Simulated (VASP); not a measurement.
# Yb (Im-3m) in VASP: notebook

Runs on Yb. Level: revPBE. Tasks: single point.

Program: VASP 6.6.1. These are calculated values, not measurements. Logs are shortened: lines on timing, memory, paths and dates and some standing lists are left out, and cuts for length are marked.

## (1) The cell of the first run

It takes space group Im-3m (No. 229, cubic). Conventional cell: a = 4.194 Å, b = 4.194 Å, c = 4.194 Å, α = 90.00°, β = 90.00°, γ = 90.00°. Yb (site symmetry m-3m) has 14 Yb at 3.63 to 4.19 Å within 4.8 Å.

## (2) Single point, revPBE

Contents of INCAR:

```
SYSTEM = Yb
  PREC = Accurate
  ENCUT = 520
  EDIFF = 1E-7
  ISMEAR = -1
  SIGMA = 0.1
  LREAL = .FALSE.
  LASPH = .TRUE.
  NELM = 100
  ALGO = Normal
  ISIF = 2
  LWAVE = .FALSE.
  LCHARG = .FALSE.
  GGA = RE
  NBANDS = 18
```

Contents of KPOINTS:

```
Automatic mesh
0
G
  12 12 12
  0 0 0
```

Contents of POSCAR:

```
Yb
1.0
   -2.0969707508      2.0969707508      2.0969707508
    2.0969707508     -2.0969707508      2.0969707508
    2.0969707508      2.0969707508     -2.0969707508
Yb
1
Direct
    0.0000000000      0.0000000000      0.0000000000
```

Potentials or basis: VASP PAW PBE potentials, release 64 (Yb).

On the command line:

```bash
cat potpaw_PBE.64/Yb/POTCAR > POTCAR
mpirun -np 1 vasp_std > vasp.out
```

OUTCAR:

```text
SYSTEM = Yb
   PREC = Accurate
   ENCUT = 520
   EDIFF = 1E-7
   ISMEAR = -1
   LREAL = .FALSE.
   LASPH = .TRUE.
   NELM = 100
   ISIF = 2
   GGA = RE

 ion  position               nearest neighbor table
   1  0.000  0.000  0.000-

  LATTYP: Found a body centered cubic cell.
 ALAT       =     4.1939415016

  Lattice vectors:

 A1 = (  -2.0969707508,   2.0969707508,   2.0969707508)
 A2 = (   2.0969707508,  -2.0969707508,   2.0969707508)
 A3 = (   2.0969707508,   2.0969707508,  -2.0969707508)

Analysis of symmetry for initial positions (statically):
=====================================================================
 Subroutine PRICEL returns:
 Original cell was already a primitive cell.

 Routine SETGRP: Setting up the symmetry group for a
 body centered cubic supercell.

 Subroutine GETGRP returns: Found 48 space group operations
 (whereof 48 operations were pure point group operations)
 out of a pool of 48 trial point group operations.

The static configuration has the point symmetry O_h .

Analysis of symmetry for dynamics (positions and initial velocities):
=====================================================================
 Subroutine PRICEL returns:
 Original cell was already a primitive cell.

 Routine SETGRP: Setting up the symmetry group for a
 body centered cubic supercell.

 Subroutine GETGRP returns: Found 48 space group operations
 (whereof 48 operations were pure point group operations)
 out of a pool of 48 trial point group operations.

The dynamic configuration has the point symmetry O_h .

 Subroutine INISYM returns: Found 48 space group operations
 (whereof 48 operations are pure point group operations),
 and found     1 'primitive' translations

----------------------------------------------------------------------------------------

                                     Primitive cell

  volume of cell :      36.8839

  direct lattice vectors                    reciprocal lattice vectors
    -2.096970751  2.096970751  2.096970751     0.000000000  0.238439187  0.238439187
     2.096970751 -2.096970751  2.096970751     0.238439187  0.000000000  0.238439187
     2.096970751  2.096970751 -2.096970751     0.238439187  0.238439187  0.000000000

  length of vectors
     3.632059882  3.632059882  3.632059882     0.337203931  0.337203931  0.337203931

  position of ions in fractional coordinates (direct lattice)
     0.000000000  0.000000000  0.000000000

  ion indices of the primitive-cell ions
   primitive index   ion index
                 1           1

----------------------------------------------------------------------------------------

 KPOINTS: Automatic mesh

Automatic generation of k-mesh.
 Grid dimensions read from file:
 generate k-points for:   12   12   12

 Generating k-lattice:

  Cartesian coordinates                     Fractional coordinates (reciprocal lattice)
     0.000000000  0.019869932  0.019869932     0.083333333  0.000000000  0.000000000
     0.019869932  0.000000000  0.019869932     0.000000000  0.083333333  0.000000000
     0.019869932  0.019869932  0.000000000     0.000000000  0.000000000  0.083333333

  Length of vectors
     0.028100328  0.028100328  0.028100328

  Shift w.r.t. Gamma in fractional coordinates (k-lattice)
     0.000000000  0.000000000  0.000000000

 Subroutine IBZKPT returns following result:
 ===========================================

 Found     72 irreducible k-points:

 Following reciprocal coordinates:
            Coordinates               Weight
  0.000000  0.000000  0.000000      1.000000
  0.083333  0.000000  0.000000     12.000000
  0.166667  0.000000  0.000000     12.000000
  0.250000  0.000000  0.000000     12.000000
  0.333333  0.000000  0.000000     12.000000
  0.416667  0.000000  0.000000     12.000000
[... 16 lines left out ...]
  0.333333  0.083333  0.083333     24.000000
  0.416667  0.083333  0.083333     12.000000
 [... further k-points ...]
   k-points           NKPTS =     72   k-points in BZ     NKDIM =     72   number of bands    NBANDS=     18
   number of dos      NEDOS =    301   number of ions     NIONS =      1
   total plane-waves  NPLWV =  21952
   dimension x,y,z NGX =    28 NGY =   28 NGZ =   28
   dimension x,y,z NGXF=    56 NGYF=   56 NGZF=   56
   ions per type =               1
   NGX,Y,Z   is equivalent  to a cutoff of  12.82, 12.82, 12.82 a.u.
   NGXF,Y,Z  is equivalent  to a cutoff of  25.63, 25.63, 25.63 a.u.
 SYSTEM =  Yb
   PREC   = accura    normal or accurate (medium, high low for compatibility)
   ISTART =      0    job   : 0-new  1-cont  2-samecut
   ICHARG =      2    charge: 1-file 2-atom 10-const
   ISPIN  =      1    spin polarized calculation?
   LNONCOLLINEAR =      F non collinear calculations
   LSORBIT =      F    spin-orbit coupling
   LASPH  =      T    aspherical Exc in radial PAW
   ENCUT  =  520.0 eV  38.22 Ry    6.18 a.u.   6.75  6.75  6.75*2*pi/ulx,y,z
   NELM   =    100;   NELMIN=  2; NELMDL= -5     # of ELM steps
   EDIFF  = 0.1E-06   stopping-criterion for ELM
   LREAL  =      F    real-space projection
   EDIFFG = 0.1E-05   stopping-criterion for IOM
   NSW    =      0    number of steps for IOM
   IBRION =     -1    ionic relax: 0-MD 1-quasi-New 2-CG
   NFREE  =      0    steps in history (QN), initial steepest desc. (CG)
   ISIF   =      2    stress and relaxation
   ISYM   =      2    0-nonsym 1-usesym 2-fastsym
   POTIM  = 0.5000    time-step for ionic-motion
   TEBEG  =    0.0;   TEEND  =   0.0 temperature during run
   PSTRESS=    0.0 pullay stress
   NELECT =      24.0000    total number of electrons
   NUPDOWN=      -1.0000    fix difference up-down
   EMIN   =  10.00;   EMAX   =-10.00  energy-range for DOS
   EFERMI =   0.00;   METHOD = LEGACY
   ISMEAR =    -1;   SIGMA  =   0.10  broadening in eV -4-tet -1-fermi 0-gaus
   EFERMI_NEDOS =   21; number of points for ismear=-14 and -15
   IALGO  =     38    algorithm
   IMIX   =      4    mixing-type and parameters
     AMIX     =   0.40;   BMIX     =  1.00
     AMIX_MAG =   1.60;   BMIX_MAG =  1.00
  volume/ion in A,a.u.               =      36.88       248.90
  Fermi-wavevector in a.u.,A,eV,Ry     =   1.418620  2.680804 27.381506  2.012484
  Thomas-Fermi vector in A             =   2.539727
   LORBIT       =      0    0 simple, 1 ext, 2 COOP (PROOUT), +10 PAW based schemes
   GGA     = RE    functional components
   LHFCALC =     F    Hartree Fock is set to
   AEXX    =    0.0000 exact exchange contribution
   IVDW    =     0    specifies the selected vdW correction
   LEPSILON=     F    determine dielectric tensor
   LRPA    =     F    only Hartree local field effects (RPA)
 non-spin polarized calculation
  energy-cutoff  :      520.00
  volume of cell :       36.88
 maximum number of plane-waves:      1006
   NGX = 13   NGY = 13   NGZ = 13

 number of electron      23.9999998 magnetization

 Free energy of the ion-electron system (eV)
  ---------------------------------------------------
  ext. energy  EPLUGINS =         0.00000000
  ---------------------------------------------------
  free energy    TOTEN  =        -3.36815050 eV

  energy without entropy =       -3.28276175  energy(sigma->0) =       -3.32545612

 E-fermi :   1.6096     XC(G=0):  -9.2208

 val. band max:        1.5873211276   @ k =   0.5000   0.5000   0.2500
 cond. band min:       1.6568264200   @ k =  -0.4167  -0.4167   0.1667
 fundamental gap:      0.0695052924
 Fermi energy:         1.6096055467

 k-point     1 :       0.0000    0.0000    0.0000
  band No.  band energies     occupation
      1     -50.2736      2.00000
      2     -22.4501      2.00000
      3     -22.4501      2.00000
      4     -22.4501      2.00000
      5      -3.5019      2.00000
      6       1.0321      1.99381
[... 10 lines left out ...]
     17       6.3248      0.00000
     18      12.1820      0.00000

 k-point     2 :       0.0833    0.0000    0.0000
  band No.  band energies     occupation
      1     -50.2726      2.00000
      2     -22.4716      2.00000
      3     -22.4571      2.00000
      4     -22.4501      2.00000
      5      -3.3364      2.00000
      6       1.0330      1.99375
[... 10 lines left out ...]
     17       6.3228      0.00000
     18      12.3551      0.00000

 k-point     3 :       0.1667    0.0000    0.0000
  band No.  band energies     occupation
      1     -50.2697      2.00000
      2     -22.5296      2.00000
      3     -22.4761      2.00000
      4     -22.4502      2.00000
      5      -2.8578      2.00000
      6       1.0363      1.99354
[... 10 lines left out ...]
     17       6.3438      0.00000
     18      12.5861      0.00000

 k-point     4 :       0.2500    0.0000    0.0000
  band No.  band energies     occupation
      1     -50.2657      2.00000
      2     -22.6074      2.00000
      3     -22.5019      2.00000
      4     -22.4502      2.00000
      5      -2.1224      2.00000
      6       1.0407      1.99326
[... 10 lines left out ...]
     17       6.4406      0.00000
     18      12.0181      0.00000

 k-point     5 :       0.3333    0.0000    0.0000
  band No.  band energies     occupation
      1     -50.2618      2.00000
      2     -22.6837      2.00000
      3     -22.5275      2.00000
      4     -22.4503      2.00000
      5      -1.2407      2.00000
      6       1.0394      1.99334
[... 10 lines left out ...]
     17       6.9886      0.00000
     18      10.6129      0.00000

 k-point     6 :       0.4167    0.0000    0.0000
  band No.  band energies     occupation
      1     -50.2589      2.00000
      2     -22.7385      2.00000
      3     -22.5462      2.00000
      4     -22.4503      2.00000
      5      -0.4234      2.00000
      6       1.0360      1.99357
[... 307 lines left out ...]
 k-point    21 :       0.1667    0.0833    0.0833
  band No.  band energies     occupation
      1     -50.2646      2.00000
      2     -22.6309      2.00000
      3     -22.4937      2.00000
      4     -22.4672      2.00000
      5      -1.8322      2.00000
      6       1.0486      1.99271
[... 10 lines left out ...]
     17       6.4941      0.00000
     18      11.8226      0.00000

 k-point    22 :       0.2500    0.0833    0.0833
  band No.  band energies     occupation
      1     -50.2611      2.00000
      2     -22.6863      2.00000
      3     -22.5277      2.00000
      4     -22.4688      2.00000
      5      -0.9527      2.00000
      6       1.0477      1.99277
[... 10 lines left out ...]
     17       7.3222      0.00000
     18      10.1057      0.00000

 k-point    23 :       0.3333    0.0833    0.0833
  band No.  band energies     occupation
      1     -50.2585      2.00000
      2     -22.7239      2.00000
      3     -22.5549      2.00000
      4     -22.4699      2.00000
      5      -0.1120      2.00000
      6       1.0444      1.99300
[... 10 lines left out ...]
     17       8.1212      0.00000
     18       9.1534      0.00000

 k-point    24 :       0.4167    0.0833    0.0833
  band No.  band energies     occupation
      1     -50.2576      2.00000
      2     -22.7372      2.00000
      3     -22.5653      2.00000
      4     -22.4703      2.00000
      5       0.2844      2.00000
      6       1.0428      1.99312
[... 10 lines left out ...]
     17       8.3472      0.00000
     18       9.0925      0.00000

 [... further k-points ...]

------------------------ aborting loop because EDIFF is reached ----------------------------------------

  FORCE on cell =-STRESS in cart. coord.  units (eV):
  Direction    XX          YY          ZZ          XY          YZ          ZX
  --------------------------------------------------------------------------------------
  -------------------------------------------------------------------------------------
  Total       -0.0647578     -0.0647578     -0.0647578     -0.0000000     -0.0000000      0.0000000
  in kB       -2.8129712     -2.8129712     -2.8129712     -0.0000000     -0.0000000      0.0000000
  external PRESSURE =      -2.8129712 kB  Pullay stress =       0.0000000 kB

 VOLUME and BASIS-vectors are now :
 -----------------------------------------------------------------------------
  energy-cutoff  :      520.00
  volume of cell :       36.88
      direct lattice vectors                 reciprocal lattice vectors
    -2.096970751  2.096970751  2.096970751     0.000000000  0.238439187  0.238439187
     2.096970751 -2.096970751  2.096970751     0.238439187  0.000000000  0.238439187
     2.096970751  2.096970751 -2.096970751     0.238439187  0.238439187  0.000000000

 POSITION                                       TOTAL-FORCE (eV/Angst)
 -----------------------------------------------------------------------------------
      0.00000      0.00000      0.00000        -0.000000     -0.000000     -0.000000
 -----------------------------------------------------------------------------------
    total drift:                                0.000000      0.000000      0.000000

  FREE ENERGIE OF THE ION-ELECTRON SYSTEM (eV)
  ---------------------------------------------------
  free  energy   TOTEN  =        -3.3681504962 eV

  energy  without entropy=       -3.2827617453  energy(sigma->0) =       -3.32545612
```

It used 190 s of CPU time on 1 thread of AMD EPYC 7R13 Processor (Zen 3) (shared host).

Results:

```
Free energy            : -3.3682 eV
Pressure               : -0.3 GPa
Band gap on the k mesh : zero (band 12 reaches 1.95 eV, above the bottom of band 13 at 1.16 eV)
```

Levels at points of the mesh, in eV from the Fermi level:
```tsv
k point	band 10	band 11	band 12	band 13	band 14	band 15
(0.00, 0.00, 0.00)	-0.46	-0.46	-0.44	2.88	2.88	2.88
(0.50, 0.00, 0.00)	-0.48	-0.47	-0.45	0.47	1.30	4.43
(0.50, 0.50, 0.50)	-0.50	-0.45	-0.45	-0.45	4.99	4.99
```

Caveat: the PAW data sets were made with another functional, which shifts forces and pressure a little; spin-orbit coupling is left out, which moves the levels of the heavy elements. Spin polarisation is off, so any magnetic state and its effect on volume and gap are missing.

## (3) Single point, revPBE (volume scaled by 1.04)

Contents of INCAR:

```
ALGO = Normal
EDIFF = 1E-6
ENCUT = 520
GGA = RE
ISIF = 2
ISMEAR = -1
LASPH = T
LCHARG = T
LELF = T
LREAL = F
LVHAR = T
LWAVE = F
NBANDS = 18
NELM = 100
PREC = Accurate
SIGMA = 0.1
```

Contents of KPOINTS:

```
k-points
0
Gamma
  12 12 12
```

Contents of POSCAR:

```
Yb
1.0
   -2.1245656357      2.1245656357      2.1245656357
    2.1245656357     -2.1245656357      2.1245656357
    2.1245656357      2.1245656357     -2.1245656357
Yb
1
Direct
    0.0000000000      0.0000000000      0.0000000000
```

Potentials or basis: VASP PAW PBE potentials, release 64 (Yb).

On the command line:

```bash
cat potpaw_PBE.64/Yb/POTCAR > POTCAR
mpirun -np 1 vasp_std > vasp.out
```

It used 200 s of CPU time on 1 thread of AMD EPYC 7R13 Processor (Zen 3) (shared host).

It converged, with:

```
Free energy            : -3.3636 eV
Pressure               : -0.5 GPa
Band gap on the k mesh : zero (band 12 reaches 1.82 eV, above the bottom of band 13 at 1.06 eV)
```

Levels at points of the mesh, in eV from the Fermi level:
```tsv
k point	band 8	band 9	band 10	band 11	band 12	band 13	band 14	band 15	band 16	band 17
(0.00, 0.00, 0.00)	-0.57	-0.46	-0.46	-0.46	-0.44	2.84	2.84	2.84	4.61	4.61
(0.50, 0.00, 0.00)	-0.54	-0.49	-0.48	-0.47	-0.45	0.39	1.32	4.31	5.29	6.99
(0.50, 0.50, 0.50)	-0.54	-0.45	-0.45	-0.45	-0.43	-0.43	4.77	4.77	4.77	6.43
```

Caveat: the PAW data sets were made with another functional, which shifts forces and pressure a little; spin-orbit coupling is left out, which moves the levels of the heavy elements. Spin polarisation is off, so any magnetic state and its effect on volume and gap are missing.

## (4) Single point, revPBE (volume scaled by 1.08)

Contents of INCAR:

```
  PREC = Accurate
  ENCUT = 520
  EDIFF = 1E-6
  ISMEAR = -1
  SIGMA = 0.1
  LREAL = F
  LASPH = T
  NELM = 80
  ALGO = Normal
  ISIF = 2
  LWAVE = F
  LCHARG = F
  GGA = RE
  NBANDS = 18
```

Contents of KPOINTS:

```
Automatic mesh
0
Gamma
  12 12 12
```

Contents of POSCAR:

```
Yb
1.0
   -2.1514617268      2.1514617268      2.1514617268
    2.1514617268     -2.1514617268      2.1514617268
    2.1514617268      2.1514617268     -2.1514617268
Yb
1
Direct
    0.0000000000      0.0000000000      0.0000000000
```

Potentials or basis: VASP PAW PBE potentials, release 64 (Yb).

On the command line:

```bash
cat potpaw_PBE.64/Yb/POTCAR > POTCAR
mpirun -np 1 vasp_std > vasp.out
```

OUTCAR:

```text
PREC = Accurate
   ENCUT = 520
   EDIFF = 1E-6
   ISMEAR = -1
   LREAL = F
   LASPH = T
   NELM = 80
   ISIF = 2
   GGA = RE

 ion  position               nearest neighbor table
   1  0.000  0.000  0.000-

  LATTYP: Found a body centered cubic cell.
 ALAT       =     4.3029234536

  Lattice vectors:

 A1 = (  -2.1514617268,   2.1514617268,   2.1514617268)
 A2 = (   2.1514617268,  -2.1514617268,   2.1514617268)
 A3 = (   2.1514617268,   2.1514617268,  -2.1514617268)

[... 180 lines left out ...]
      1     -50.5748      2.00000
      2     -22.7926      2.00000
      3     -22.7926      2.00000
      4     -22.7926      2.00000
      5      -3.5648      2.00000
      6       0.8124      1.99299
[... 481 lines left out ...]
      5       0.1072      1.99999
      6       0.8218      1.99230
[... 10 lines left out ...]
     17       7.5795      0.00000
     18       8.4061      0.00000

 [... further k-points ...]
[... 5 lines left out ...]
  --------------------------------------------------------------------------------------
  -------------------------------------------------------------------------------------
  Total       -0.7976815     -0.7976815     -0.7976815     -0.0000000      0.0000000     -0.0000000
  in kB      -32.0833152    -32.0833152    -32.0833152     -0.0000000      0.0000000     -0.0000000
  external PRESSURE =     -32.0833152 kB  Pullay stress =       0.0000000 kB

 VOLUME and BASIS-vectors are now :
 -----------------------------------------------------------------------------
  energy-cutoff  :      520.00
  volume of cell :       39.83
      direct lattice vectors                 reciprocal lattice vectors
    -2.151461727  2.151461727  2.151461727     0.000000000  0.232400137  0.232400137
     2.151461727 -2.151461727  2.151461727     0.232400137  0.000000000  0.232400137
     2.151461727  2.151461727 -2.151461727     0.232400137  0.232400137  0.000000000

 POSITION                                       TOTAL-FORCE (eV/Angst)
 -----------------------------------------------------------------------------------
      0.00000      0.00000      0.00000         0.000000      0.000000     -0.000000
 -----------------------------------------------------------------------------------
    total drift:                                0.000000     -0.000000      0.000000

  FREE ENERGIE OF THE ION-ELECTRON SYSTEM (eV)
  ---------------------------------------------------
  free  energy   TOTEN  =        -3.3538687971 eV

  energy  without entropy=       -3.2628990105  energy(sigma->0) =       -3.30838390
```

OSZICAR:

```text
N       E                     dE             d eps       ncg     rms          rms(c)
DAV:   1     0.124956115861E+03    0.12496E+03   -0.87303E+03  3274   0.899E+03
DAV:   2     0.137100335354E+02   -0.11125E+03   -0.10797E+03  3254   0.557E+02
DAV:   3    -0.114471243445E+01   -0.14855E+02   -0.14714E+02  3888   0.118E+02
[... 15 lines left out ...]
DAV:  19    -0.335388463188E+01    0.50250E-03   -0.92597E-04  3278   0.107E+00    0.989E-01
DAV:  20    -0.335387183462E+01    0.12797E-04   -0.11017E-04  5146   0.203E-01    0.853E-01
DAV:  21    -0.335387324830E+01   -0.14137E-05   -0.21958E-05  4326   0.142E-01    0.469E-01
DAV:  22    -0.335386720138E+01    0.60469E-05   -0.14130E-05  3890   0.124E-01    0.985E-02
DAV:  23    -0.335386946616E+01   -0.22648E-05   -0.56790E-06  3720   0.769E-02    0.319E-02
DAV:  24    -0.335386879714E+01    0.66902E-06   -0.26119E-07  1744   0.125E-02
   1 F= -.33538688E+01 E0= -.33083839E+01  d E =-.909698E-01
```

It used 160 s of CPU time on 1 thread of AMD EPYC 7R13 Processor (Zen 3) (shared host).

Results:

| Property | Result |
| --- | --- |
| Free energy | -3.3539 eV |
| Pressure | -3.2 GPa |
| Band gap on the k mesh | zero (band 12 reaches 1.70 eV, above the bottom of band 13 at 1.02 eV) |

Caveat: the PAW data sets were made with another functional, which shifts forces and pressure a little; spin-orbit coupling is left out, which moves the levels of the heavy elements. Spin polarisation is off, so any magnetic state and its effect on volume and gap are missing.

(Continued in part 2 of 2.)
